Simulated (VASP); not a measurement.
Here is a VASP 6.6.1 calculation.

The input POSCAR:

```
AgI
1.0
    4.6494879769      0.0000000000      0.0000000000
   -2.3247439885      4.0265747026      0.0000000000
    0.0000000000      0.0000000000      7.5985383239
Ag I
2 2
Direct
    0.6666666667      0.3333333333      0.6275184227
    0.3333333333      0.6666666667      0.1275184227
    0.6666666667      0.3333333333      0.0024815773
    0.3333333333      0.6666666667      0.5024815773
```

Contents of INCAR.step1:

```
SYSTEM = AgI
PREC = Accurate ; ENCUT = 550
ISMEAR = -1 ; SIGMA = 0.1
LREAL = .FALSE. ; LASPH = .TRUE.
NELM = 120 ; NBANDS = 26
GGA = PE ; ALGO = Normal
EDIFF = 1E-5 ; LWAVE = .TRUE.
LCHARG = .FALSE. ; GGA_COMPAT = .FALSE.
```

File INCAR.step2:

```
SYSTEM = AgI
PREC = Accurate ; ENCUT = 550
EDIFF = 1E-6 ; ISMEAR = -1
SIGMA = 0.1 ; LREAL = .FALSE.
LASPH = .TRUE. ; NELM = 120
ALGO = Normal ; ISIF = 2
LWAVE = .FALSE. ; LCHARG = .FALSE.
METAGGA = R2SCAN ; LMIXTAU = .TRUE.
NBANDS = 26 ; ISTART = 1
GGA_COMPAT = .FALSE.
```

Contents of KPOINTS:

```
Automatic mesh
0
G
  10 10 6
  0 0 0
```

Potentials or basis: VASP PAW PBE potentials, release 64 (Ag, I).

Launch:

```console
$ cat potpaw_PBE.64/Ag/POTCAR potpaw_PBE.64/I/POTCAR > POTCAR
$ cp INCAR.step1 INCAR
$ mpirun -np 1 vasp_std > vasp.out
$ cp INCAR.step2 INCAR
$ mpirun -np 1 vasp_std > vasp.out
```

**Question.** Predict the pressure.

**Answer.** -0.1 GPa.

**Question.** Predict the band gap on the k mesh.

**Answer.** 1.83 eV, direct.

Caveat: the PAW data sets were made with another functional, which shifts forces and pressure a little; spin-orbit coupling is left out, which moves the levels of the heavy elements. r2SCAN opens gaps a little over a GGA but as a rule still falls short of measured ones.
